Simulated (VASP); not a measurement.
A run of VASP 6.6.1:

The input INCAR:

```
ALGO = Normal
EDIFF = 1E-7
ENCUT = 520
GGA = PE
ISIF = 2
ISMEAR = 0
LASPH = T
LCHARG = T
LELF = T
LREAL = F
LVHAR = T
LWAVE = F
NBANDS = 16
NELM = 100
PREC = Accurate
SIGMA = 0.05
```

Contents of KPOINTS:

```
k-points
0
Gamma
  12 12 6
```

File POSCAR:

```
BN
1.0
    2.5545800960      0.0000000000      0.0000000000
   -1.2772900480      2.2123312591      0.0000000000
    0.0000000000      0.0000000000      4.2245145352
B N
2 2
Direct
    0.6995666446      0.3333333333      0.9998058547
    0.3004333554      0.6666666667      0.4998058547
    0.6314358277      0.3333333333      0.6251941453
    0.3685641723      0.6666666667      0.1251941453
```

Potentials or basis: VASP PAW PBE potentials, release 64 (B, N).

Command:

```bash
$ cat potpaw_PBE.64/B/POTCAR potpaw_PBE.64/N/POTCAR > POTCAR
$ mpirun -np 1 vasp_std > vasp.out
```

Hardware: 1 thread of Intel(R) Xeon(R) 6975P-C (Granite Rapids) (shared host).

Q: How long does it take, and how much memory?

A: Wall time 45 s on 1 thread of Intel(R) Xeon(R) 6975P-C (Granite Rapids) (shared host), peak memory 0.2 GiB. Counts: scf iterations 13, k points 296.
